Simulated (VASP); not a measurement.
The system is CuO.

```
Cu O
1.0
     2.35736   -1.72263    0.00000
     2.35736    1.72263    0.00000
    -0.85566    0.00000    5.09137
Cu O
2 2
Direct
  0.50000 0.00000 0.50000
  0.00000 0.50000 0.00000
  0.41840 0.58160 0.75000
  0.58160 0.41840 0.25000
```

Base run:

- Program: VASP 6.6.1
- Functional: revPBE
- Potentials or basis: VASP PAW PBE potentials, release 64 (Cu, O)
- Cutoff: 520 eV
- k mesh: 10 × 10 × 5
- Occupations: fermi-dirac, width 0.05 eV
- Spin: no spin polarisation

Its results: band gap on the k mesh zero (bands 17 and 18 overlap by 0.60 eV); pressure 6.8 GPa; largest force 0.229 eV/Å.

The run is repeated on the same cell with these changes: functional from revPBE to LDA; potentials or basis from VASP PAW PBE potentials, release 64 (Cu, O) to VASP PAW LDA potentials, release 64 (Cu, O). What comes out?

Band gap on the k mesh zero (bands 17 and 18 overlap by 0.61 eV); pressure -11.9 GPa; largest force 0.484 eV/Å.

Caveats: semilocal functionals often make such compounds metallic where correlation or magnetic order opens a gap, which also shifts bond lengths; the cell stands under pressure (at least some runs); the PAW data sets were made with another functional, which shifts forces and pressure a little (at least some runs); the cell stands under tension (at least some runs).
